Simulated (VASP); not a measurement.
## Al3Cu: single point with r2SCAN

Al3Cu:

```
CELL_PARAMETERS angstrom
3.76876 0.00000 0.00000
0.00000 3.76876 0.00000
0.00000 0.00000 3.76876
ATOMIC_POSITIONS crystal
Al 0.00000 0.50000 0.50000
Al 0.50000 0.00000 0.50000
Al 0.50000 0.50000 0.00000
Cu 0.00000 0.00000 0.00000
```

```json
{
 "Program": "VASP 6.6.1",
 "Task": "single point",
 "Functional": "r2SCAN",
 "Potentials or basis": "VASP PAW PBE potentials, release 64 (Al, Cu)",
 "Cutoff": "520 eV",
 "k mesh": "12 × 12 × 12",
 "Occupations": "gaussian, width 0.1 eV",
 "Spin": "no spin polarisation",
 "Dipole correction": "no",
 "Further INCAR settings": "ALGO = Normal; EDIFF = 1e-06; NBANDS = 18"
}
```

The pressure is 11.9 GPa. The band gap on the k mesh is zero (bands 10 and 11 overlap by 4.10 eV).

Levels at points of the mesh, in eV from the Fermi level:
```tsv
k point	band 7	band 8	band 9	band 10	band 11	band 12	band 13	band 14
(0.00, 0.00, 0.00)	-2.82	-2.82	-2.82	-0.84	0.90	0.90	7.48	7.48
(0.50, 0.00, 0.00)	-3.87	0.13	0.13	0.38	0.38	0.44	2.50	3.16
(0.50, 0.50, 0.00)	-3.87	-3.77	-3.50	1.40	3.36	3.36	3.47	4.39
(0.50, 0.50, 0.50)	-4.73	-3.87	-3.87	-2.77	-1.90	-1.90	-1.90	13.45
```

It took 110 s on 1 thread of AMD EPYC 9R45 96-Core Processor (Zen 5), on a shared host, peak memory 0.19 GiB.

Caveat: the cell stands under pressure; the PAW data sets were made with another functional, which shifts forces and pressure a little.
